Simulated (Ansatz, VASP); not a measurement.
# B: VASP beside Ansatz

```
CELL_PARAMETERS angstrom
4.83136 0.00000 0.00000
0.00000 3.24397 2.24075
0.00000 -3.24397 2.24075
ATOMIC_POSITIONS crystal
B 0.21898 0.51024 0.01683
B 0.78102 0.01683 0.51024
B 0.21898 0.01683 0.51024
B 0.78102 0.51024 0.01683
B 0.00000 0.83828 0.18569
B 0.00000 0.18569 0.83828
B 0.50000 0.20636 0.45410
B 0.50000 0.45410 0.20636
```

Alike in both runs: task relaxation of cell and atoms; functional PBE; k mesh 4 × 6 × 6; occupations gaussian, width 0.1 eV; no spin polarisation.

```csv
,VASP,Ansatz
version,VASP 6.6.1,Ansatz 0.2.0
potentials or method,"VASP PAW PBE potentials, release 64 (B), cutoff 600 eV","scalar-relativistic, plane waves, PAW"
valence electrons in the cell,24,24
```

|  | VASP | Ansatz | Ansatz less VASP |
| --- | --- | --- | --- |
| gap on the k mesh at the Fermi level, each at its own relaxed structure (eV) | none | none | - |
| relaxed volume (Å³/atom) | 7.46 | 7.46 | -0.007 |
| relaxed cell length with the largest relative difference (Å) | 4.429 | 4.427 | -0.0023 |

A gap of «none» marks a metal or a gap that the smearing closes.
